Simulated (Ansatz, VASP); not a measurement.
# Sb2S3 in VASP and in Ansatz

```
Sb S
1.0
    11.31100    0.00000    0.00000
     0.00000    3.83890    0.00000
     0.00000    0.00000   11.22300
Sb S
8 12
Direct
  0.47338 0.25000 0.32513
  0.02662 0.75000 0.82513
  0.97338 0.25000 0.17487
  0.52662 0.75000 0.67487
  0.34905 0.75000 0.03428
  0.15095 0.25000 0.53428
  0.84905 0.75000 0.46572
  0.65095 0.25000 0.96572
  0.29109 0.25000 0.19072
  0.20891 0.75000 0.69072
  0.79109 0.25000 0.30928
  0.70891 0.75000 0.80928
  0.55050 0.75000 0.12441
  0.94950 0.25000 0.62441
  0.05050 0.75000 0.37559
  0.44950 0.25000 0.87559
  0.37551 0.75000 0.44035
  0.12449 0.25000 0.94035
  0.87551 0.75000 0.05965
  0.62449 0.25000 0.55965
```

Alike in both runs: task electric field gradients; functional r2SCAN; k mesh 3 × 7 × 3; occupations fermi-dirac, width 0.02 eV; no spin polarisation.

|  | VASP | Ansatz |
| --- | --- | --- |
| version | VASP 6.6.1 | Ansatz 0.2.0 |
| potentials or method | VASP PAW PBE potentials, release 64 (Sb, S) | plane-wave PAW, scalar-relativistic |
| plane-wave cutoff (eV) | 440 | 500 |
| valence electrons in the cell | 112 | 192 |

|  | VASP | Ansatz | Ansatz less VASP |
| --- | --- | --- | --- |
| gap on the k mesh at the Fermi level (eV) | 1.46 | 1.48 | +0.019 |
| pressure (GPa) | 0.2 | 0.3 | +0.11 |
| traceless stress, the component that is largest in VASP (GPa) | -0.33 | -0.32 | +0.005 |
| rms of the force components (eV/Å) | 0.137 | 0.148 | +0.0111 |
| size of Vzz on the site where it differs most (V/Å²) | 151.9 | 157.9 | +5.93 |

VASP's potentials were made for PBE, not for r2SCAN. Atom by atom the forces differ by 0.012 eV/Å (rms over components). VASP's potentials hold 112 valence electrons a cell and Ansatz's 192, so a difference there can come from the potentials and not from the codes.

Spin-orbit coupling is off throughout.
